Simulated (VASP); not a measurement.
**H3C2N: single point with PBE+D3(BJ)**

System: H3C2N.

```
CELL_PARAMETERS angstrom
8.31166 0.00000 0.00000
0.00000 8.31166 0.00000
0.00000 0.00000 8.31166
ATOMIC_POSITIONS crystal
C 0.02262 0.18979 0.45470
C 0.99769 0.23007 0.61947
C 0.47133 0.77293 0.22740
C 0.43403 0.63316 0.33405
C 0.14311 0.77776 0.60028
C 0.19067 0.74683 0.77041
C 0.49586 0.36087 0.75689
C 0.45895 0.20554 0.68126
C 0.77531 0.43945 0.12451
C 0.85171 0.57674 0.21242
C 0.85812 0.92138 0.94330
C 0.75718 0.81168 0.85857
N 0.96344 0.25694 0.75179
N 0.37464 0.53412 0.41275
N 0.22985 0.71834 0.90258
N 0.45103 0.06967 0.63087
N 0.86310 0.70820 0.26766
N 0.64503 0.74156 0.80470
H 0.06552 0.29057 0.37781
H 0.11571 0.09488 0.44683
H 0.91100 0.13224 0.41496
H 0.40187 0.87020 0.28523
H 0.59888 0.79268 0.20965
H 0.41283 0.75782 0.11145
H 0.24923 0.82210 0.53017
H 0.08210 0.66633 0.56235
H 0.05388 0.87703 0.60892
H 0.39294 0.41192 0.81943
H 0.59581 0.32368 0.82566
H 0.53449 0.45678 0.66718
H 0.70645 0.49503 0.02971
H 0.85788 0.35205 0.07046
H 0.68179 0.38637 0.19823
H 0.97641 0.87896 0.98537
H 0.86748 0.00845 0.84933
H 0.78965 0.97360 0.04724
```

* Program: VASP 6.6.1
* Task: single point
* Functional: PBE
* Dispersion: D3(BJ)
* Potentials or basis: VASP PAW PBE potentials, release 64 (C, N, H)
* Cutoff: 520 eV
* k mesh: 1 × 1 × 1
* Occupations: fermi-dirac, width 0.05 eV
* Spin: no spin polarisation

```yaml
Pressure: -1.2 GPa
Largest_force: 3.919 eV/Å
Band_gap_on_the_k_mesh: 5.60 eV
Dispersion_energy_per_atom: -0.041 eV
```

Forces on the atoms (eV/Å):
```
C    0.739 -0.582 -0.752
C   -0.012  0.302 -0.091
C   -1.034 -0.858  1.065
C    0.059  1.177 -1.399
C    0.028  0.459  1.623
C    0.443  0.010 -0.449
C   -0.616  0.247 -2.274
C   -0.233 -3.255 -1.526
C    0.787  0.743  0.501
C   -1.103  1.527  0.100
C   -0.056  0.231  0.804
C   -2.839 -2.098 -0.095
N   -0.098  0.261  0.906
N    0.111 -0.618  0.357
N   -0.290  0.122 -0.500
N   -0.084  3.738  1.174
N    0.491 -2.288 -0.602
N    1.985  0.668  0.447
H   -0.425 -0.228  0.352
H   -0.029  0.223  0.029
H   -0.142  0.204 -0.485
H    0.676  0.384 -0.027
H    0.271  0.293  0.332
H   -0.148 -0.429 -0.426
H   -0.637 -0.617  0.343
H    0.303  0.349 -0.571
H    0.128 -0.374 -0.290
H   -0.067 -0.061  0.493
H    1.186  0.350  1.430
H   -0.275 -0.984  0.601
H   -0.106  0.441 -0.806
H    0.064  0.024  0.194
H    0.027 -0.485  0.621
H   -0.263 -0.116 -0.282
H    0.788  1.512 -0.236
H    0.368 -0.272 -0.561
```

Stress tensor (GPa, compression positive):
```
-0.76 -0.33  0.20
-0.33 -2.39 -0.54
 0.20 -0.54 -0.34
```

Levels at points of the mesh, in eV from the valence-band top:
| k point | band 45 | band 46 | band 47 | band 48 | band 49 | band 50 | band 51 | band 52 |
| --- | --- | --- | --- | --- | --- | --- | --- | --- |
| (0.00, 0.00, 0.00) | -0.29 | -0.17 | -0.08 | 0.00 | 5.60 | 6.16 | 6.51 | 6.53 |

It took 100 s on 1 thread of Intel(R) Xeon(R) Platinum 8259CL CPU @ 2.50GHz (Skylake/Cascade Lake), on a shared host, peak memory 0.55 GiB.

Caveat: the k points lie up to 0.76 Å⁻¹ apart; the atoms stand as in a frame of molecular dynamics.
